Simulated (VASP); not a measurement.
# NbSi2 (P6_422) in VASP: single point with PBE

Aim: the single point of NbSi2 with PBE.

All numbers are computed with VASP 6.6.1; they aren't measurements. Logs are shortened: lines on timing, memory, paths and dates and some standing lists are left out, and cuts for length are marked.

**1. The cell of the first run**

It takes space group P6_422 (No. 181, hexagonal). Conventional cell: a = 4.794 Å, b = 4.794 Å, c = 6.589 Å, α = 90.00°, β = 90.00°, γ = 120.00°. Within 3.4 Å of Nb (site symmetry 222) lie 10 Si at 2.60 to 2.77 Å and 4 Nb at 3.25 Å. Si (site symmetry 2) has 5 Nb at 2.60 to 2.77 Å and 9 Si at 2.60 to 3.25 Å within 3.4 Å.

**2. Single point, PBE**

The input, INCAR:

```
  ALGO = Normal
  EDIFF = 1E-6
  ENCUT = 520
  GGA = PE
  ISIF = 2
  ISMEAR = -1
  LASPH = True
  LCHARG = False
  LREAL = False
  LWAVE = False
  NBANDS = 42
  NELM = 60
  PREC = Accurate
  SIGMA = 0.15
```

The input, KPOINTS:

```
k-points
0
Gamma
  6 6 4
```

The input, POSCAR:

```
NbSi2
1.0
    4.7940000000      0.0000000000      0.0000000000
   -2.3970000000      4.1517260000      0.0000000000
    0.0000000000      0.0000000000      6.5890000000
Nb Si
3 6
Direct
    0.5000000000      0.0000000000      0.0000000000
    0.5000000000      0.5000000000      0.6666670000
    0.0000000000      0.5000000000      0.3333330000
    0.1670000000      0.3340000000      0.0000000000
    0.8330000000      0.1670000000      0.6666670000
    0.6660000000      0.8330000000      0.3333330000
    0.8330000000      0.6660000000      0.0000000000
    0.1670000000      0.8330000000      0.6666670000
    0.3340000000      0.1670000000      0.3333330000
```

Potentials or basis: VASP PAW PBE potentials, release 64 (Nb_sv, Si).

Run with:

```
> cat potpaw_PBE.64/Nb_sv/POTCAR potpaw_PBE.64/Si/POTCAR > POTCAR
> mpirun -np 1 vasp_std > vasp.out
```

OUTCAR:

```text
EDIFF = 1E-6
   ENCUT = 520
   GGA = PE
   ISIF = 2
   ISMEAR = -1
   LASPH = True
   LREAL = False
   NELM = 60
   PREC = Accurate

 ion  position               nearest neighbor table
   1  0.500  0.000  0.000-   5 2.60   6 2.60   8 2.60   9 2.60   7 2.77   4 2.77   4 2.77   4 2.77
                             7 2.77   7 2.77
   2  0.500  0.500  0.667-   4 2.60   7 2.60   6 2.60   9 2.60   8 2.77   5 2.77   8 2.77   5 2.77
                             8 2.77   5 2.77
   3  0.000  0.500  0.333-   4 2.60   7 2.60   5 2.60   8 2.60   6 2.77   9 2.77   9 2.77   6 2.77
                             6 2.77   9 2.77
   4  0.167  0.334  0.000-   2 2.60   3 2.60   5 2.60   9 2.60   1 2.77   7 2.77   7 2.77   1 2.77
                             1 2.77   7 2.77
   5  0.833  0.167  0.667-   1 2.60   3 2.60   4 2.60   6 2.60   2 2.77   8 2.77   8 2.77   2 2.77
                             2 2.77   8 2.77
   6  0.666  0.833  0.333-   1 2.60   2 2.60   7 2.60   5 2.60   3 2.77   9 2.77   9 2.77   3 2.77
                             3 2.77   9 2.77
   7  0.833  0.666  0.000-   2 2.60   3 2.60   6 2.60   8 2.60   1 2.77   4 2.77   4 2.77   1 2.77
                             1 2.77   4 2.77
   8  0.167  0.833  0.667-   1 2.60   3 2.60   7 2.60   9 2.60   2 2.77   5 2.77   5 2.77   2 2.77
                             2 2.77   5 2.77
   9  0.334  0.167  0.333-   1 2.60   2 2.60   4 2.60   8 2.60   3 2.77   6 2.77   6 2.77   3 2.77
                             3 2.77   6 2.77

  LATTYP: Found a hexagonal cell.
 ALAT       =     4.7940000000
 C/A-ratio  =     1.3744263663

  Lattice vectors:

 A1 = (   4.7940000000,   0.0000000000,   0.0000000000)
 A2 = (  -2.3970000000,   4.1517260000,   0.0000000000)
 A3 = (   0.0000000000,   0.0000000000,   6.5890000000)

Analysis of symmetry for initial positions (statically):
=====================================================================
 Subroutine PRICEL returns:
 Original cell was already a primitive cell.

 Routine SETGRP: Setting up the symmetry group for a
 hexagonal supercell.

 Subroutine GETGRP returns: Found 12 space group operations
 (whereof  4 operations were pure point group operations)
 out of a pool of 24 trial point group operations.

The static configuration has the point symmetry D_2 .
 The point group associated with its full space group is D_6 .

Analysis of symmetry for dynamics (positions and initial velocities):
=====================================================================
 Subroutine PRICEL returns:
 Original cell was already a primitive cell.

 Routine SETGRP: Setting up the symmetry group for a
 hexagonal supercell.

 Subroutine GETGRP returns: Found 12 space group operations
 (whereof  4 operations were pure point group operations)
 out of a pool of 24 trial point group operations.

The dynamic configuration has the point symmetry D_2 .
 The point group associated with its full space group is D_6 .

 Subroutine INISYM returns: Found 12 space group operations
 (whereof  4 operations are pure point group operations),
 and found     1 'primitive' translations

----------------------------------------------------------------------------------------

                                     Primitive cell

  volume of cell :     131.1433

  direct lattice vectors                    reciprocal lattice vectors
     4.794000000  0.000000000  0.000000000     0.208594076  0.120431840  0.000000000
    -2.397000000  4.151726000  0.000000000     0.000000000  0.240863679  0.000000000
     0.000000000  0.000000000  6.589000000     0.000000000  0.000000000  0.151768098

  length of vectors
     4.794000000  4.794000186  6.589000000     0.240863689  0.240863679  0.151768098

  position of ions in fractional coordinates (direct lattice)
     0.500000000  0.000000000  0.000000000
     0.500000000  0.500000000  0.666667000
     0.000000000  0.500000000  0.333333000
     0.167000000  0.334000000  0.000000000
     0.833000000  0.167000000  0.666667000
     0.666000000  0.833000000  0.333333000
     0.833000000  0.666000000  0.000000000
     0.167000000  0.833000000  0.666667000
     0.334000000  0.167000000  0.333333000

  ion indices of the primitive-cell ions
   primitive index   ion index
                 1           1
                 2           2
                 3           3
                 4           4
                 5           5
                 6           6
                 7           7
                 8           8
                 9           9

----------------------------------------------------------------------------------------

 KPOINTS: k-points

Automatic generation of k-mesh.
 Grid dimensions read from file:
 generate k-points for:    6    6    4

 Generating k-lattice:

  Cartesian coordinates                     Fractional coordinates (reciprocal lattice)
     0.034765679  0.020071973  0.000000000     0.166666667  0.000000000  0.000000000
     0.000000000  0.040143947  0.000000000     0.000000000  0.166666667  0.000000000
     0.000000000  0.000000000  0.037942025     0.000000000  0.000000000  0.250000000

  Length of vectors
     0.040143948  0.040143947  0.037942025

  Shift w.r.t. Gamma in fractional coordinates (k-lattice)
     0.000000000  0.000000000  0.000000000

 Subroutine IBZKPT returns following result:
 ===========================================

 Found     21 irreducible k-points:

 Following reciprocal coordinates:
            Coordinates               Weight
  0.000000  0.000000  0.000000      1.000000
  0.166667  0.000000  0.000000      6.000000
  0.333333  0.000000  0.000000      6.000000
  0.500000  0.000000  0.000000      3.000000
  0.166667  0.166667  0.000000      6.000000
  0.333333  0.166667  0.000000     12.000000
[... 13 lines left out ...]
  0.333333  0.166667  0.500000     12.000000
  0.333333  0.333333  0.500000      2.000000
   k-points           NKPTS =     21   k-points in BZ     NKDIM =     21   number of bands    NBANDS=     42
   number of dos      NEDOS =    301   number of ions     NIONS =      9
   total plane-waves  NPLWV =  64800
   dimension x,y,z NGX =    36 NGY =   36 NGZ =   50
   dimension x,y,z NGXF=    72 NGYF=   72 NGZF=  100
   ions per type =               3   6
   NGX,Y,Z   is equivalent  to a cutoff of  12.48, 12.48, 12.62 a.u.
   NGXF,Y,Z  is equivalent  to a cutoff of  24.97, 24.97, 25.23 a.u.
 SYSTEM =  unknown system
   PREC   = accura    normal or accurate (medium, high low for compatibility)
   ISTART =      0    job   : 0-new  1-cont  2-samecut
   ICHARG =      2    charge: 1-file 2-atom 10-const
   ISPIN  =      1    spin polarized calculation?
   LNONCOLLINEAR =      F non collinear calculations
   LSORBIT =      F    spin-orbit coupling
   LASPH  =      T    aspherical Exc in radial PAW
   ENCUT  =  520.0 eV  38.22 Ry    6.18 a.u.   8.91  8.91 12.25*2*pi/ulx,y,z
   NELM   =     60;   NELMIN=  2; NELMDL= -5     # of ELM steps
   EDIFF  = 0.1E-05   stopping-criterion for ELM
   LREAL  =      F    real-space projection
   EDIFFG = 0.1E-04   stopping-criterion for IOM
   NSW    =      0    number of steps for IOM
   IBRION =     -1    ionic relax: 0-MD 1-quasi-New 2-CG
   NFREE  =      0    steps in history (QN), initial steepest desc. (CG)
   ISIF   =      2    stress and relaxation
   ISYM   =      2    0-nonsym 1-usesym 2-fastsym
   POTIM  = 0.5000    time-step for ionic-motion
   TEBEG  =    0.0;   TEEND  =   0.0 temperature during run
   PSTRESS=    0.0 pullay stress
   NELECT =      63.0000    total number of electrons
   NUPDOWN=      -1.0000    fix difference up-down
   EMIN   =  10.00;   EMAX   =-10.00  energy-range for DOS
   EFERMI =   0.00;   METHOD = LEGACY
   ISMEAR =    -1;   SIGMA  =   0.15  broadening in eV -4-tet -1-fermi 0-gaus
   EFERMI_NEDOS =   21; number of points for ismear=-14 and -15
   IALGO  =     38    algorithm
   IMIX   =      4    mixing-type and parameters
     AMIX     =   0.40;   BMIX     =  1.00
     AMIX_MAG =   1.60;   BMIX_MAG =  1.00
  volume/ion in A,a.u.               =      14.57        98.33
  Fermi-wavevector in a.u.,A,eV,Ry     =   1.282152  2.422916 22.366814  1.643914
  Thomas-Fermi vector in A             =   2.414480
   LORBIT       =      0    0 simple, 1 ext, 2 COOP (PROOUT), +10 PAW based schemes
   GGA     = PE    functional components
   LHFCALC =     F    Hartree Fock is set to
   AEXX    =    0.0000 exact exchange contribution
   IVDW    =     0    specifies the selected vdW correction
   LEPSILON=     F    determine dielectric tensor
   LRPA    =     F    only Hartree local field effects (RPA)
 non-spin polarized calculation
  energy-cutoff  :      520.00
  volume of cell :      131.14
 maximum number of plane-waves:      3555
 NGX is ok and might be reduce to    36
   NGX = 17   NGY = 17   NGZ = 25

 number of electron      62.9999997 magnetization

 Free energy of the ion-electron system (eV)
  ---------------------------------------------------
  ext. energy  EPLUGINS =         0.00000000
  ---------------------------------------------------
  free energy    TOTEN  =       -68.21207022 eV

  energy without entropy =      -67.97472978  energy(sigma->0) =      -68.09340000

 E-fermi :  11.4400     XC(G=0): -12.0052

 val. band max:       11.4284394608   @ k =   0.3333   0.1667   0.5000
 cond. band min:      11.4607469763   @ k =   0.5000   0.0000   0.2500
 fundamental gap:      0.0323075155
 Fermi energy:        11.4400018487

 k-point     1 :       0.0000    0.0000    0.0000
  band No.  band energies     occupation
      1     -43.1570      2.00000
      2     -43.1195      2.00000
      3     -43.1194      2.00000
      4     -19.4212      2.00000
      5     -19.4211      2.00000
      6     -19.4121      2.00000
[... 34 lines left out ...]
     41      15.4789      0.00000
     42      15.5198      0.00000

 k-point     2 :       0.1667    0.0000    0.0000
  band No.  band energies     occupation
      1     -43.1547      2.00000
      2     -43.1216      2.00000
      3     -43.1195      2.00000
      4     -19.4524      2.00000
      5     -19.4267      2.00000
      6     -19.3842      2.00000
[... 34 lines left out ...]
     41      15.4356      0.00000
     42      15.6683      0.00000

 k-point     3 :       0.3333    0.0000    0.0000
  band No.  band energies     occupation
      1     -43.1488      2.00000
      2     -43.1272      2.00000
      3     -43.1195      2.00000
      4     -19.4774      2.00000
      5     -19.4371      2.00000
      6     -19.3678      2.00000
[... 34 lines left out ...]
     41      15.5382      0.00000
     42      15.6569      0.00000

 k-point     4 :       0.5000    0.0000    0.0000
  band No.  band energies     occupation
      1     -43.1442      2.00000
      2     -43.1317      2.00000
      3     -43.1194      2.00000
      4     -19.4860      2.00000
      5     -19.4418      2.00000
      6     -19.3640      2.00000
[... 709 lines left out ...]
     41      15.0108      0.00000
     42      15.4549      0.00000

 k-point    20 :       0.3333    0.1667    0.5000
  band No.  band energies     occupation
      1     -43.1440      2.00000
      2     -43.1318      2.00000
      3     -43.1195      2.00000
      4     -19.4737      2.00000
      5     -19.4347      2.00000
      6     -19.4240      2.00000
[... 34 lines left out ...]
     41      15.0511      0.00000
     42      15.1727      0.00000

 k-point    21 :       0.3333    0.3333    0.5000
  band No.  band energies     occupation
      1     -43.1439      2.00000
      2     -43.1257      2.00000
      3     -43.1256      2.00000
      4     -19.4715      2.00000
      5     -19.4384      2.00000
      6     -19.4383      2.00000
[... 34 lines left out ...]
     41      14.7559      0.00000
     42      14.9109      0.00000

------------------------ aborting loop because EDIFF is reached ----------------------------------------

  FORCE on cell =-STRESS in cart. coord.  units (eV):
  Direction    XX          YY          ZZ          XY          YZ          ZX
  --------------------------------------------------------------------------------------
  -------------------------------------------------------------------------------------
  Total        1.1643785      1.1643787      3.3587100      0.0000000      0.0000000      0.0000000
  in kB       14.2252057     14.2252071     41.0333406      0.0000000      0.0000000      0.0000000
  external PRESSURE =      23.1612511 kB  Pullay stress =       0.0000000 kB

 VOLUME and BASIS-vectors are now :
 -----------------------------------------------------------------------------
  energy-cutoff  :      520.00
  volume of cell :      131.14
      direct lattice vectors                 reciprocal lattice vectors
     4.794000000  0.000000000  0.000000000     0.208594076  0.120431840  0.000000000
    -2.397000000  4.151726000  0.000000000     0.000000000  0.240863679  0.000000000
     0.000000000  0.000000000  6.589000000     0.000000000  0.000000000  0.151768098

 POSITION                                       TOTAL-FORCE (eV/Angst)
 -----------------------------------------------------------------------------------
      2.39700      0.00000      0.00000        -0.000000     -0.000000      0.000000
      1.19850      2.07586      4.39267        -0.000000     -0.000000      0.000000
     -1.19850      2.07586      2.19633        -0.000000     -0.000000      0.000000
      0.00000      1.38668      0.00000        -0.000000     -0.668259     -0.000000
      3.59310      0.69334      4.39267         0.578729     -0.334129     -0.000000
      1.19610      3.45839      2.19633         0.578729      0.334129     -0.000000
      2.39700      2.76505      0.00000        -0.000000      0.668259     -0.000000
     -1.19610      3.45839      4.39267        -0.578729      0.334129     -0.000000
      1.20090      0.69334      2.19633        -0.578729     -0.334129     -0.000000
 -----------------------------------------------------------------------------------
    total drift:                               -0.000000     -0.000000      0.006029

  FREE ENERGIE OF THE ION-ELECTRON SYSTEM (eV)
  ---------------------------------------------------
  free  energy   TOTEN  =       -68.2120702243 eV

  energy  without entropy=      -67.9747297783  energy(sigma->0) =      -68.09340000
```

Run time: 3 min. Hardware: 1 thread of AMD EPYC 7R43 (Zen 3), shared host; peak memory 0.24 GiB.

What came out:

- Free energy: -68.2121 eV
- Pressure: 2.3 GPa
- Largest force: 0.668 eV/Å

Forces on the atoms (eV/Å):
```
Nb   0.000  0.000  0.000
Nb   0.000  0.000  0.000
Nb   0.000  0.000  0.000
Si   0.000 -0.668  0.000
Si   0.579 -0.334  0.000
Si   0.579  0.334  0.000
Si   0.000  0.668  0.000
Si  -0.579  0.334  0.000
Si  -0.579 -0.334  0.000
```

Stress tensor (GPa, compression positive):
```
1.42 0.00 0.00
0.00 1.42 0.00
0.00 0.00 4.10
```
